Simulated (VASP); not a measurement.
## As: single point with PBEsol

Crystal: As.

```xyz
1
Lattice="1.6555 1.6555 1.6555 -1.6555 1.6555 1.6555 -1.6555 -1.6555 1.6555" Properties=species:S:1:pos:R:3 pbc="T T T"
As    0.0000    0.0000    0.0000
```

```json
{
 "Program": "VASP 6.6.1",
 "Task": "single point",
 "Functional": "PBEsol",
 "Potentials or basis": "VASP PAW PBE potentials, release 64 (As)",
 "Cutoff": "520 eV",
 "k mesh": "18 × 18 × 18",
 "Occupations": "methfessel-paxton, width 0.1 eV",
 "Spin": "no spin polarisation"
}
```

```json
{
 "Pressure": "0.2 GPa"
}
```

Levels at points of the mesh, in eV from the Fermi level:
```tsv
k point	band 1	band 2	band 3	band 4	band 5	band 6	band 7	band 8
(0.00, 0.00, 0.00)	-15.48	6.34	6.34	6.34	13.32	13.32	13.32	15.49
(0.50, 0.00, 0.00)	-10.39	-6.83	2.11	4.60	7.91	8.55	18.48	19.94
(0.50, 0.50, 0.50)	-6.38	-2.31	-2.31	-2.31	3.53	3.53	24.61	24.61
```

Run time: 25 s on 1 thread of Intel(R) Xeon(R) Platinum 8375C CPU @ 2.90GHz (Ice Lake), with other jobs on the host, peak memory 0.15 GiB.

Caveat: the PAW data sets were made with another functional, which shifts forces and pressure a little.
